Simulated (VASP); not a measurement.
# BaMgSbF (P4/nmm) in VASP: single point with LDA

Aim: the single point of BaMgSbF with LDA.

Program: VASP 6.6.1. These are calculated values, not measurements. Logs are shortened: lines on timing, memory, paths and dates and some standing lists are left out, and cuts for length are marked.

### 1 The cell of the first run

The structure is tetragonal, space group P4/nmm (No. 129). Conventional cell: a = 4.516 Å, b = 4.516 Å, c = 9.491 Å, α = 90.00°, β = 90.00°, γ = 90.00°. Ba (site symmetry 4mm) has 4 F at 2.61 Å within 3.4 Å. Within 3.8 Å of Sb (site symmetry 4mm) lie 4 Mg at 2.84 Å and 4 Ba at 3.62 Å and 4 F at 3.77 Å. Within 3.7 Å of Mg (site symmetry -4m2) lie 4 Sb at 2.84 Å and 4 Mg at 3.19 Å. Within 3.4 Å of F (site symmetry -4m2) lie 4 Ba at 2.61 Å and 4 F at 3.19 Å.

### 2 Single point, LDA

INCAR

```
PREC = Accurate
ENCUT = 520
EDIFF = 1E-6
ISMEAR = 0
SIGMA = 0.02
LREAL = F
LASPH = T
NELM = 80
ALGO = Normal
ISIF = 2
LWAVE = F
LCHARG = F
GGA = CA
NBANDS = 34
```

KPOINTS

```
regular mesh
0
Gamma
  6 6 4
```

POSCAR

```
BaMgSbF
1.0
    4.5160688934      0.0000000000      0.0000000000
    0.0000000000      4.5160688934      0.0000000000
    0.0000000000      0.0000000000      9.4906299086
Ba Sb Mg F
2 2 2 2
Direct
    0.5000000000      0.0000000000      0.1378320595
    0.0000000000      0.5000000000      0.8621679405
    0.5000000000      0.0000000000      0.6815932081
    0.0000000000      0.5000000000      0.3184067919
    0.5000000000      0.5000000000      0.5000000000
    0.0000000000      0.0000000000      0.5000000000
    0.5000000000      0.5000000000      0.0000000000
    0.0000000000      0.0000000000      0.0000000000
```

Potentials or basis: VASP PAW LDA potentials, release 64 (Ba_sv, Sb, Mg, F).

Started as:

```sh
> cat potpaw_LDA.64/Ba_sv/POTCAR potpaw_LDA.64/Sb/POTCAR potpaw_LDA.64/Mg/POTCAR potpaw_LDA.64/F/POTCAR > POTCAR
> mpirun -np 1 vasp_std > vasp.out
```

OUTCAR:

```text
PREC = Accurate
   ENCUT = 520
   EDIFF = 1E-6
   ISMEAR = 0
   LREAL = F
   LASPH = T
   NELM = 80
   ISIF = 2
   GGA = CA

 ion  position               nearest neighbor table
   1  0.500  0.000  0.138-   7 2.61   8 2.61   7 2.61   8 2.61   4 3.62   4 3.62   4 3.62   4 3.62
                             5 4.11   6 4.11   5 4.11   6 4.11   2 4.13   2 4.13   2 4.13   2 4.13
   2  0.000  0.500  0.862-   7 2.61   8 2.61   8 2.61   7 2.61   3 3.62   3 3.62   3 3.62   3 3.62
                             5 4.11   5 4.11   6 4.11   6 4.11   1 4.13   1 4.13   1 4.13   1 4.13
   3  0.500  0.000  0.682-   5 2.84   6 2.84   5 2.84   6 2.84   2 3.62   2 3.62   2 3.62   2 3.62

   4  0.000  0.500  0.318-   5 2.84   6 2.84   6 2.84   5 2.84   1 3.62   1 3.62   1 3.62   1 3.62

   5  0.500  0.500  0.500-   3 2.84   4 2.84   3 2.84   4 2.84   6 3.19   6 3.19   6 3.19   6 3.19
                             2 4.11   1 4.11   2 4.11   1 4.11
   6  0.000  0.000  0.500-   3 2.84   4 2.84   4 2.84   3 2.84   5 3.19   5 3.19   5 3.19   5 3.19
                             1 4.11   2 4.11   2 4.11   1 4.11
   7  0.500  0.500  0.000-   1 2.61   2 2.61   1 2.61   2 2.61
   8  0.000  0.000  0.000-   1 2.61   2 2.61   2 2.61   1 2.61

  LATTYP: Found a simple tetragonal cell.
 ALAT       =     4.5160688934
 C/A-ratio  =     2.1015246075

  Lattice vectors:

 A1 = (   4.5160688934,   0.0000000000,   0.0000000000)
 A2 = (   0.0000000000,   4.5160688934,   0.0000000000)
 A3 = (   0.0000000000,   0.0000000000,   9.4906299086)

Analysis of symmetry for initial positions (statically):
=====================================================================
 Subroutine PRICEL returns:
 Original cell was already a primitive cell.

 Routine SETGRP: Setting up the symmetry group for a
 simple tetragonal supercell.

 Subroutine GETGRP returns: Found 16 space group operations
 (whereof  8 operations were pure point group operations)
 out of a pool of 16 trial point group operations.

The static configuration has the point symmetry D_2d.
 The point group associated with its full space group is D_4h.

Analysis of symmetry for dynamics (positions and initial velocities):
=====================================================================
 Subroutine PRICEL returns:
 Original cell was already a primitive cell.

 Routine SETGRP: Setting up the symmetry group for a
 simple tetragonal supercell.

 Subroutine GETGRP returns: Found 16 space group operations
 (whereof  8 operations were pure point group operations)
 out of a pool of 16 trial point group operations.

The dynamic configuration has the point symmetry D_2d.
 The point group associated with its full space group is D_4h.

 Subroutine INISYM returns: Found 16 space group operations
 (whereof  8 operations are pure point group operations),
 and found     1 'primitive' translations

----------------------------------------------------------------------------------------

                                     Primitive cell

  volume of cell :     193.5602

  direct lattice vectors                    reciprocal lattice vectors
     4.516068893  0.000000000  0.000000000     0.221431520  0.000000000  0.000000000
     0.000000000  4.516068893  0.000000000     0.000000000  0.221431520  0.000000000
     0.000000000  0.000000000  9.490629909     0.000000000  0.000000000  0.105367084

  length of vectors
     4.516068893  4.516068893  9.490629909     0.221431520  0.221431520  0.105367084

  position of ions in fractional coordinates (direct lattice)
     0.500000000  0.000000000  0.137832059
     0.000000000  0.500000000  0.862167941
     0.500000000  0.000000000  0.681593208
     0.000000000  0.500000000  0.318406792
     0.500000000  0.500000000  0.500000000
     0.000000000  0.000000000  0.500000000
     0.500000000  0.500000000  0.000000000
     0.000000000  0.000000000  0.000000000

  ion indices of the primitive-cell ions
   primitive index   ion index
                 1           1
                 2           2
                 3           3
                 4           4
                 5           5
                 6           6
                 7           7
                 8           8

----------------------------------------------------------------------------------------

 KPOINTS: regular mesh

Automatic generation of k-mesh.
 Grid dimensions read from file:
 generate k-points for:    6    6    4

 Generating k-lattice:

  Cartesian coordinates                     Fractional coordinates (reciprocal lattice)
     0.036905253  0.000000000  0.000000000     0.166666667  0.000000000  0.000000000
     0.000000000  0.036905253  0.000000000     0.000000000  0.166666667  0.000000000
     0.000000000  0.000000000  0.026341771     0.000000000  0.000000000  0.250000000

  Length of vectors
     0.036905253  0.036905253  0.026341771

  Shift w.r.t. Gamma in fractional coordinates (k-lattice)
     0.000000000  0.000000000  0.000000000

 Subroutine IBZKPT returns following result:
 ===========================================

 Found     30 irreducible k-points:

 Following reciprocal coordinates:
            Coordinates               Weight
  0.000000  0.000000  0.000000      1.000000
  0.166667  0.000000  0.000000      4.000000
  0.333333  0.000000  0.000000      4.000000
  0.500000  0.000000  0.000000      2.000000
  0.166667  0.166667  0.000000      4.000000
  0.333333  0.166667  0.000000      8.000000
[... 16 lines left out ...]
  0.333333  0.000000  0.500000      4.000000
  0.500000  0.000000  0.500000      2.000000
 [... further k-points ...]
   k-points           NKPTS =     30   k-points in BZ     NKDIM =     30   number of bands    NBANDS=     34
   number of dos      NEDOS =    301   number of ions     NIONS =      8
   total plane-waves  NPLWV =  93312
   dimension x,y,z NGX =    36 NGY =   36 NGZ =   72
   dimension x,y,z NGXF=    72 NGYF=   72 NGZF=  144
   ions per type =               2   2   2   2
   NGX,Y,Z   is equivalent  to a cutoff of  13.25, 13.25, 12.61 a.u.
   NGXF,Y,Z  is equivalent  to a cutoff of  26.50, 26.50, 25.22 a.u.
 SYSTEM =  unknown system
   PREC   = accura    normal or accurate (medium, high low for compatibility)
   ISTART =      0    job   : 0-new  1-cont  2-samecut
   ICHARG =      2    charge: 1-file 2-atom 10-const
   ISPIN  =      1    spin polarized calculation?
   LNONCOLLINEAR =      F non collinear calculations
   LSORBIT =      F    spin-orbit coupling
   LASPH  =      T    aspherical Exc in radial PAW
   ENCUT  =  520.0 eV  38.22 Ry    6.18 a.u.   8.40  8.40 17.65*2*pi/ulx,y,z
   NELM   =     80;   NELMIN=  2; NELMDL= -5     # of ELM steps
   EDIFF  = 0.1E-05   stopping-criterion for ELM
   LREAL  =      F    real-space projection
   EDIFFG = 0.1E-04   stopping-criterion for IOM
   NSW    =      0    number of steps for IOM
   IBRION =     -1    ionic relax: 0-MD 1-quasi-New 2-CG
   NFREE  =      0    steps in history (QN), initial steepest desc. (CG)
   ISIF   =      2    stress and relaxation
   ISYM   =      2    0-nonsym 1-usesym 2-fastsym
   POTIM  = 0.5000    time-step for ionic-motion
   TEBEG  =    0.0;   TEEND  =   0.0 temperature during run
   PSTRESS=    0.0 pullay stress
   NELECT =      48.0000    total number of electrons
   NUPDOWN=      -1.0000    fix difference up-down
   EMIN   =  10.00;   EMAX   =-10.00  energy-range for DOS
   EFERMI =   0.00;   METHOD = LEGACY
   ISMEAR =     0;   SIGMA  =   0.02  broadening in eV -4-tet -1-fermi 0-gaus
   EFERMI_NEDOS =   21; number of points for ismear=-14 and -15
   IALGO  =     38    algorithm
   IMIX   =      4    mixing-type and parameters
     AMIX     =   0.40;   BMIX     =  1.00
     AMIX_MAG =   1.60;   BMIX_MAG =  1.00
  volume/ion in A,a.u.               =      24.20       163.28
  Fermi-wavevector in a.u.,A,eV,Ry     =   1.028529  1.943638 14.393220  1.057872
  Thomas-Fermi vector in A             =   2.162530
   LORBIT       =      0    0 simple, 1 ext, 2 COOP (PROOUT), +10 PAW based schemes
   GGA     = CA    functional components
   LHFCALC =     F    Hartree Fock is set to
   AEXX    =    0.0000 exact exchange contribution
   IVDW    =     0    specifies the selected vdW correction
   LEPSILON=     F    determine dielectric tensor
   LRPA    =     F    only Hartree local field effects (RPA)
 non-spin polarized calculation
 Gauss-broadening in eV      SIGMA  =   0.02
  energy-cutoff  :      520.00
  volume of cell :      193.56
 maximum number of plane-waves:      5239
 NGX is ok and might be reduce to    36
   NGX = 17   NGY = 17   NGZ = 35

 number of electron      47.9999995 magnetization

 Free energy of the ion-electron system (eV)
  ---------------------------------------------------
  ext. energy  EPLUGINS =         0.00000000
  ---------------------------------------------------
  free energy    TOTEN  =       -38.42465209 eV

  energy without entropy =      -38.42465209  energy(sigma->0) =      -38.42465209

 E-fermi :   3.7579     XC(G=0):  -9.5268

 val. band max:        3.6711194168   @ k =   0.0000   0.0000   0.0000
 cond. band min:       4.7871514095   @ k =   0.0000   0.0000   0.0000
 fundamental gap:      1.1160319926
 Fermi energy:         3.7579052284

 k-point     1 :       0.0000    0.0000    0.0000
  band No.  band energies     occupation
      1     -23.7881      2.00000
      2     -23.5311      2.00000
      3     -19.7522      2.00000
      4     -19.6740      2.00000
      5      -9.1340      2.00000
      6      -9.1340      2.00000
[... 26 lines left out ...]
     33       8.5823      0.00000
     34       8.8825      0.00000

 k-point     2 :       0.1667    0.0000    0.0000
  band No.  band energies     occupation
      1     -23.7585      2.00000
      2     -23.5341      2.00000
      3     -19.7744      2.00000
      4     -19.7038      2.00000
      5      -9.1834      2.00000
      6      -9.0980      2.00000
[... 26 lines left out ...]
     33       8.3840      0.00000
     34       8.6667      0.00000
[... 775 lines left out ...]
     33       8.3142      0.00000
     34       8.7517      0.00000

 k-point    24 :       0.5000    0.0000    0.5000
  band No.  band energies     occupation
      1     -23.6057      2.00000
      2     -23.6057      2.00000
      3     -19.8177      2.00000
      4     -19.8177      2.00000
      5      -9.0085      2.00000
      6      -9.0085      2.00000
[... 26 lines left out ...]
     33       8.1579      0.00000
     34       8.1579      0.00000

 [... further k-points ...]

------------------------ aborting loop because EDIFF is reached ----------------------------------------

  FORCE on cell =-STRESS in cart. coord.  units (eV):
  Direction    XX          YY          ZZ          XY          YZ          ZX
  --------------------------------------------------------------------------------------
  -------------------------------------------------------------------------------------
  Total        0.9203839      0.9203839      0.6151681      0.0000000      0.0000000      0.0000000
  in kB        7.6183939      7.6183939      5.0919980      0.0000000      0.0000000      0.0000000
  external PRESSURE =       6.7762619 kB  Pullay stress =       0.0000000 kB

 VOLUME and BASIS-vectors are now :
 -----------------------------------------------------------------------------
  energy-cutoff  :      520.00
  volume of cell :      193.56
      direct lattice vectors                 reciprocal lattice vectors
     4.516068893  0.000000000  0.000000000     0.221431520  0.000000000  0.000000000
     0.000000000  4.516068893  0.000000000     0.000000000  0.221431520  0.000000000
     0.000000000  0.000000000  9.490629909     0.000000000  0.000000000  0.105367084

 POSITION                                       TOTAL-FORCE (eV/Angst)
 -----------------------------------------------------------------------------------
      2.25803      0.00000      1.30811        -0.000000     -0.000000      0.166564
      0.00000      2.25803      8.18252        -0.000000     -0.000000     -0.166564
      2.25803      0.00000      6.46875        -0.000000     -0.000000     -0.011323
      0.00000      2.25803      3.02188        -0.000000     -0.000000      0.011323
      2.25803      2.25803      4.74531        -0.000000      0.000000      0.000000
      0.00000      0.00000      4.74531        -0.000000     -0.000000      0.000000
      2.25803      2.25803      0.00000         0.000000     -0.000000      0.000000
      0.00000      0.00000      0.00000        -0.000000      0.000000      0.000000
 -----------------------------------------------------------------------------------
    total drift:                                0.000000      0.000000     -0.000000

  FREE ENERGIE OF THE ION-ELECTRON SYSTEM (eV)
  ---------------------------------------------------
  free  energy   TOTEN  =       -38.4246520874 eV

  energy  without entropy=      -38.4246520874  energy(sigma->0) =      -38.42465209
```

It took 2.5 min on 1 thread of AMD EPYC 7R13 (Zen 3), shared host; peak memory 0.34 GiB.

Results:

| Item | Value |
| --- | --- |
| Free energy | -38.4247 eV |
| Pressure | 0.7 GPa |
| Largest force | 0.167 eV/Å |
| Band gap on the k mesh | 1.12 eV |

Forces on the atoms (eV/Å):
```
Ba   0.000  0.000  0.167
Ba   0.000  0.000 -0.167
Sb   0.000  0.000 -0.011
Sb   0.000  0.000  0.011
Mg   0.000  0.000  0.000
Mg   0.000  0.000  0.000
F    0.000  0.000  0.000
F    0.000  0.000  0.000
```

Levels at points of the mesh, in eV from the valence-band top:
| k point | band 20 | band 21 | band 22 | band 23 | band 24 | band 25 | band 26 | band 27 | band 28 | band 29 |
| --- | --- | --- | --- | --- | --- | --- | --- | --- | --- | --- |
| (0.00, 0.00, 0.00) | -1.18 | -1.18 | -0.55 | 0.00 | 0.00 | 1.12 | 1.55 | 2.42 | 2.91 | 3.92 |
| (0.50, 0.00, 0.00) | -3.36 | -1.04 | -1.04 | -0.48 | -0.48 | 2.51 | 2.51 | 2.58 | 2.58 | 3.37 |
| (0.50, 0.50, 0.00) | -3.43 | -1.91 | -1.91 | -1.73 | -1.73 | 1.50 | 1.50 | 2.83 | 2.83 | 5.17 |
| (0.00, 0.00, 0.50) | -1.17 | -1.17 | -1.00 | -0.02 | -0.02 | 1.46 | 1.84 | 2.27 | 3.21 | 3.45 |
| (0.50, 0.00, 0.50) | -3.43 | -0.90 | -0.90 | -0.47 | -0.47 | 2.66 | 2.66 | 2.83 | 2.83 | 3.52 |
| (0.50, 0.50, 0.50) | -3.43 | -1.90 | -1.90 | -1.78 | -1.78 | 2.01 | 2.01 | 2.85 | 2.85 | 4.18 |

Caveat: spin-orbit coupling is left out, which moves the levels of the heavy elements. A k mesh can miss the band edges.
